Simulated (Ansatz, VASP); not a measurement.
One calculation of Ti, two programs

POSCAR

```
Ti
1.0
    0.0000000000      2.0300000000      1.9995500000
    2.0300000000      0.0000000000      1.9995500000
    2.0300000000      2.0300000000      0.0000000000
Ti
1
Direct
    0.0000000000      0.0000000000      0.0000000000
```

INCAR.step1

```
ALGO = Normal ; EDIFF = 1E-4
ENCUT = 520 ; GGA = PE
ISMEAR = 0 ; LASPH = T
LCHARG = F ; LREAL = F
LWAVE = T ; NBANDS = 12
NELM = 60 ; PREC = Accurate
SIGMA = 0.15
```

INCAR.step2

```
ALGO = Normal ; EDIFF = 1E-6
ENCUT = 520 ; ISIF = 2
ISMEAR = 0 ; ISTART = 1
LASPH = T ; LCHARG = F
LMIXTAU = T ; LREAL = F
LWAVE = F ; METAGGA = R2SCAN
NBANDS = 12 ; NELM = 60
PREC = Accurate ; SIGMA = 0.15
```

File KPOINTS:

```
k-points
0
Gamma
  20 20 20
```

Input for Ansatz:

```yaml
crystal:
  lattice:
    - [0.0, 2.03, 1.99955]
    - [2.03, 0.0, 1.99955]
    - [2.03, 2.03, 0.0]
  atoms:
    - { symbol: Ti, position: [0.0, 0.0, 0.0] }
basis:
  ecutwfc: 500
kpoints:
  mp_grid: { grid: [20, 20, 20] }
hamiltonian:
  xc: r2scan
scf:
  occupations: { method: gaussian, width: 0.15 }
output:
  forces: true
  stress: true
  eigenvalues: true
```

Change from the starting cell: strain +0.000 along x and y, -0.015 along z, atoms carried along.

Alike in both runs: task single point; functional r2SCAN; k mesh 20 × 20 × 20; occupations gaussian, width 0.15 eV; no spin polarisation.

|  | VASP | Ansatz |
| --- | --- | --- |
| version | VASP 6.6.1 | Ansatz 0.2.0 |
| potentials or method | VASP PAW PBE potentials, release 64 (Ti_sv), cutoff 520 eV | scalar-relativistic, plane waves, PAW |
| valence electrons in the cell | 12 | 12 |

|  | VASP | Ansatz | Ansatz less VASP |
| --- | --- | --- | --- |
| gap on the k mesh at the Fermi level (eV) | none | none | - |
| pressure (GPa) | 6.8 | 6.4 | -0.45 |
| traceless stress, the component that is largest in VASP (GPa) | 0.35 | 0.35 | -0.003 |

VASP's potentials were made for PBE, not for r2SCAN. A gap of «none» marks a metal or a gap that the smearing closes. The functional is the same, so the differences come from potentials, cutoffs and numerics.
